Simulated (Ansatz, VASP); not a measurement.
One calculation of Ga3As3CO, two programs

Contents of INCAR:

```
SYSTEM = Ga3As3CO
ALGO = Normal
DIPOL = 0.5 0.5 0.320
EDIFF = 1E-6
ENCUT = 520
GGA = PE
GGA_COMPAT = .False.
IDIPOL = 3
ISIF = 2
ISMEAR = 0
IVDW = 12
LASPH = .True.
LCHARG = .False.
LDIPOL = .True.
LREAL = .False.
LWAVE = .False.
NBANDS = 57
NELM = 120
NELMDL = -8
PREC = Accurate
SIGMA = 0.05
```

KPOINTS

```
k-points
0
Gamma
  7 5 1
  0 0 0
```

The input POSCAR:

```
Ga3As3CO
1.0
    4.0137031111      0.0000000000      0.0000000000
    0.0000000000      5.6762333751      0.0000000000
    0.0000000000      0.0000000000     23.3352699083
Ga As O C
3 3 1 1
Direct
    0.5000000000      0.5000000000      0.1714143447
    0.0000000000      0.0653835255      0.2680035048
    0.5000000000      0.4894639609      0.3228546357
    0.0000000000      0.2500000000      0.1714143447
    0.5000000000      0.8102208698      0.2504948966
    0.0000000000      0.2887573198      0.3593388866
    0.0000000000      0.2887573198      0.4836142866
    0.0000000000      0.2887573198      0.5328959107
```

Input for Ansatz:

```yaml
crystal:
  lattice:
    - [4.0137031111, 0.0, 0.0]
    - [0.0, 5.6762333751, 0.0]
    - [0.0, 0.0, 23.3352699083]
  atoms:
    - { symbol: Ga, position: [0.5, 0.5, 0.1714143447] }
    - { symbol: As, position: [0.0, 0.25, 0.1714143447] }
    - { symbol: Ga, position: [0.0, 0.0653835255, 0.2680035048] }
    - { symbol: As, position: [0.5, 0.8102208698, 0.2504948966] }
    - { symbol: Ga, position: [0.5, 0.4894639609, 0.3228546357] }
    - { symbol: As, position: [0.0, 0.2887573198, 0.3593388866] }
    - { symbol: O, position: [0.0, 0.2887573198, 0.4836142866] }
    - { symbol: C, position: [0.0, 0.2887573198, 0.5328959107] }
basis:
  ecutwfc: 420
kpoints:
  mp_grid: { grid: [7, 5, 1] }
hamiltonian:
  xc: pbe
  pseudopotentials: { kind: paw, azcp: { folder: soft_1 } }
  dispersion: d3bj
scf:
  occupations: { method: gaussian, width: 0.05 }
output:
  forces: true
  eigenvalues: true
efield:
  axis: 3
  dipole_correction: true
  ramp_width: 0.04
```

Alike in both runs: task single point; functional PBE; dispersion D3(BJ); k mesh 7 × 5 × 1; occupations gaussian, width 0.05 eV; no spin polarisation.

```csv
,VASP,Ansatz
version,VASP 6.6.1,Ansatz 0.2.0
potentials or method,"VASP PAW PBE potentials, release 64 (Ga_d, As_d, O, C), cutoff 520 eV","scalar-relativistic, plane waves, PAW"
valence electrons in the cell,94,94
```

```csv
,VASP,Ansatz,Ansatz less VASP
gap on the k mesh at the Fermi level (eV),0.40,0.41,+0.003
least direct gap on the mesh (eV),0.75,0.75,+0.003
rms of the force components (eV/Å),0.431,0.604,+0.1730
```

Noted on VASP's run: the standard files for N, O and F lose accuracy on very short bonds.
